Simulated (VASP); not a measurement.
Ge, 2 atoms in the cell. It takes space group Cmmm (No. 65, orthorhombic). The conventional cell has a = 3.027 Å, b = 4.599 Å, c = 2.607 Å, α = 90.00°, β = 90.00°, γ = 90.00°. Within 3.4 Å of Ge (site symmetry mmm) lie 8 Ge at 2.61 to 3.03 Å. 

```yaml
Program: VASP 6.6.1
Task: single point
Functional: PBEsol-based global hybrid
Potentials_or_basis: VASP PAW PBE potentials, release 64 (Ge_d)
Cutoff: 520 eV
k_mesh: 5 × 5 × 3
Occupations: fermi-dirac, width 0.05 eV
Spin: no spin polarisation
Dipole_correction: no
Grid_for_exact_exchange_PRECFOCK: Normal
Share_of_exact_exchange: 0.25
Further_INCAR_settings: ALGO = Normal; EDIFF = 1e-06; NBANDS = 21
```

Potentials or basis: VASP PAW PBE potentials, release 64 (Ge_d).

Run with:

```console
$ cat potpaw_PBE.64/Ge_d/POTCAR > POTCAR
$ cp INCAR.step1 INCAR
$ mpirun -np 1 vasp_std > vasp.out
$ cp INCAR.step2 INCAR
$ mpirun -np 1 vasp_std > vasp.out
```

Hardware: 1 thread of Intel(R) Xeon(R) Platinum 8375C CPU @ 2.90GHz (Ice Lake), with other jobs on the host.

**Question.** How long does it take, and how much memory?

**Answer.** It took 25 min on 1 thread of Intel(R) Xeon(R) Platinum 8375C CPU @ 2.90GHz (Ice Lake), on a shared host, peak memory 0.16 GiB. Counts: k points 18.
